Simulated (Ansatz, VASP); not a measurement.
**One calculation of RbHgBr2, two programs**

The input INCAR:

```
SYSTEM = RbHgBr2
PREC = Accurate
ENCUT = 600
EDIFF = 1E-6
ISMEAR = 0
SIGMA = 0.1
LREAL = .FALSE.
LASPH = .TRUE.
NELM = 100
ALGO = Normal
ISIF = 3
LWAVE = .FALSE.
LCHARG = .FALSE.
GGA = PE
IBRION = 2
NSW = 100
EDIFFG = -0.01
```

The input KPOINTS:

```
Automatic mesh
0
G
  8 8 10
  0 0 0
```

Contents of POSCAR:

```
RbHgBr2
1.0
    5.8736496258      0.0000000000      0.0000000000
    0.0000000000      5.8736496258      0.0000000000
    0.0000000000      0.0000000000      4.5168839405
Rb Hg Br
1 1 2
Direct
    0.5000000000      0.5000000000      0.5000000000
    0.0000000000      0.0000000000      0.0000000000
    0.5000000000      0.0000000000      0.0000000000
    0.0000000000      0.5000000000      0.0000000000
```

Input for Ansatz:

```yaml
crystal:
  lattice:
    - [5.8736496258, 0.0, 0.0]
    - [0.0, 5.8736496258, 0.0]
    - [0.0, 0.0, 4.5168839405]
  atoms:
    - { symbol: Rb, position: [0.5, 0.5, 0.5] }
    - { symbol: Hg, position: [0.0, 0.0, 0.0] }
    - { symbol: Br, position: [0.5, 0.0, 0.0] }
    - { symbol: Br, position: [0.0, 0.5, 0.0] }
basis:
  ecutwfc: 420
kpoints:
  mp_grid: { grid: [8, 8, 10] }
hamiltonian:
  xc: pbe
scf:
  occupations: { method: gaussian, width: 0.1 }
output:
  forces: true
  stress: true
  eigenvalues: true
relax:
  adjacent_minimum: "off"
  f_tol: 0.01
  max_steps: 80
  cell: { stress_tol: 0.05 }
```

Alike in both runs: task relaxation of cell and atoms; functional PBE; k mesh 8 × 8 × 10; occupations gaussian, width 0.1 eV; no spin polarisation.

```csv
,VASP,Ansatz
version,VASP 6.6.1,Ansatz 0.2.0
potentials or method,"VASP PAW PBE potentials, release 64 (Rb_sv, Hg, Br), cutoff 600 eV","scalar-relativistic, plane waves, PAW"
valence electrons in the cell,35,43
```

Ansatz gave:

| Item | Value |
| --- | --- |
| gap on the k mesh at the Fermi level, each at its own relaxed structure (eV) | none |
| relaxed volume (Å³/atom) | 38.59 |
| relaxed cell length with the largest relative difference (Å) | 5.882 |

Problem. Estimate VASP's values.

Solution. gap on the k mesh at the Fermi level, each at its own relaxed structure (eV): none; relaxed volume (Å³/atom): 38.64; relaxed cell length with the largest relative difference (Å): 5.888.

A gap of «none» marks a metal or a gap that the smearing closes. VASP's potentials hold 35 valence electrons a cell and Ansatz's 43, so a difference there can come from the potentials and not from the codes.

Spin-orbit coupling is off throughout.
